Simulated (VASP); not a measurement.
Wanted: the native input for a VASP 6.6.1 run.

```
Task                   : single point
Functional             : PBEsol
Potentials or basis    : VASP PAW PBE potentials, release 64 (Zr_sv, S)
Cutoff                 : 520 eV
k mesh                 : 14 × 14 × 10
Occupations            : gaussian, width 0.1 eV
Spin                   : no spin polarisation
Dipole correction      : no
Further INCAR settings : ALGO = Normal; EDIFF = 1e-06; NBANDS = 26
```

The structure of ZrS lies in POSCAR:

```
ZrS
1.0
    2.6605676112      2.6605676112      0.0000000000
   -2.6605676112      2.6605676112      0.0000000000
    0.0000000000      0.0000000000      5.1291036327
Zr S
2 2
Direct
    0.0000000000      0.0000000000      0.0000000000
    0.5000000000      0.5000000000      0.5000000000
    0.5000000000      0.5000000000      0.0000000000
    0.0000000000      0.0000000000      0.5000000000
```

This cell differs from its parent crystal: biaxial strain in the a-b plane: +3.0 %, then relaxed in part.

These files were run (other wordings do the same):

INCAR

```
SYSTEM = ZrS
ALGO = Normal ; EDIFF = 1E-6
ENCUT = 520 ; GGA = PS
ISIF = 2 ; ISMEAR = 0
LASPH = .TRUE. ; LCHARG = .FALSE.
LREAL = .FALSE. ; LWAVE = .FALSE.
NBANDS = 26 ; NELM = 80
PREC = Accurate ; SIGMA = 0.1
```

KPOINTS

```
k-points
0
G
  14 14 10
  0 0 0
```

Potentials or basis: VASP PAW PBE potentials, release 64 (Zr_sv, S).

Command:

```console
$ cat potpaw_PBE.64/Zr_sv/POTCAR potpaw_PBE.64/S/POTCAR > POTCAR
$ mpirun -np 1 vasp_std > vasp.out
```

It gave:

- Pressure: -6.2 GPa
- Band gap on the k mesh: zero (band 18 reaches 11.94 eV, above the bottom of band 19 at 9.08 eV)

Caveat: the cell differs from its parent crystal (biaxial strain in the a-b plane: +3.0 %, then relaxed in part); the PAW data sets were made with another functional, which shifts forces and pressure a little.

Wall time 7.3 min on 1 thread of Intel Xeon 6975P-C, with other jobs on the host, peak memory 0.42 GiB.
